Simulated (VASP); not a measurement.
CoO:

```
Co O
1.0
    -1.50800    1.50800    2.10725
     1.50800   -1.50800    2.10725
     1.50800    1.50800   -2.10725
Co O
1 1
Direct
  0.00000 0.00000 0.00000
  0.50000 0.50000 0.00000
```

Base run:

```yaml
Program: VASP 6.6.1
Functional: PBE
Potentials_or_basis: VASP PAW PBE potentials, release 64 (Co, O)
Cutoff: 520 eV
k_mesh: 10 × 10 × 10
Occupations: fermi-dirac, width 0.05 eV
Spin: collinear spin, ferromagnetic start
Starting_moments: "[2.5, 0.0] μB"
Fixed_moment: 2.5 μB
```

Its results: pressure -3.9 GPa; site moments Co +2.27; O +0.19 μB.

Question: The run is repeated on the same cell with these changes: potentials or basis from VASP PAW PBE potentials, release 64 (Co, O) to VASP PAW PBE potentials, release 64 (Co_sv, O); cutoff from 520 eV to 600 eV; further incar settings from ALGO = Normal; EDIFF = 1e-07; NBANDS = 18 to ALGO = Normal; EDIFF = 1e-06; NBANDS = 22; valence electrons from 15 to 23. What comes out?

Answer: Pressure -6.1 GPa; site moments Co +2.22; O +0.18 μB.

Caveats: the total moment is fixed, so each spin has its own Fermi level; a cell with one magnetic atom can't hold antiferromagnetic order, which such compounds often take.
